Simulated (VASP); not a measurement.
Here is a VASP 6.6.1 calculation.

File INCAR:

```
PREC = Accurate
ENCUT = 520
EDIFF = 1E-6
ISMEAR = -1
SIGMA = 0.1
LREAL = False
LASPH = True
NELM = 60
ALGO = Normal
ISIF = 2
LWAVE = False
LCHARG = False
GGA = PS
NBANDS = 15
```

File KPOINTS:

```
Automatic mesh
0
Gamma
  10 10 6
```

Contents of POSCAR:

```
Os
1.0
    2.7331729411      0.0000000000      0.0000000000
   -1.3665864706      2.3669971999      0.0000000000
    0.0000000000      0.0000000000      4.2979110190
Os
2
Direct
    0.3333333333      0.6666666667      0.2500000000
    0.6666666667      0.3333333333      0.7500000000
```

Potentials or basis: VASP PAW PBE potentials, release 64 (Os).

Run with:

```console
$ cat potpaw_PBE.64/Os/POTCAR > POTCAR
$ mpirun -np 1 vasp_std > vasp.out
```

(1) Predict the pressure.

(2) Predict the band gap on the k mesh.

Results:

(1) 0.5 GPa.

(2) zero (bands 8 and 9 overlap by 3.93 eV).

Caveat: the PAW data sets were made with another functional, which shifts forces and pressure a little; spin-orbit coupling is left out, which moves the levels of the heavy elements.
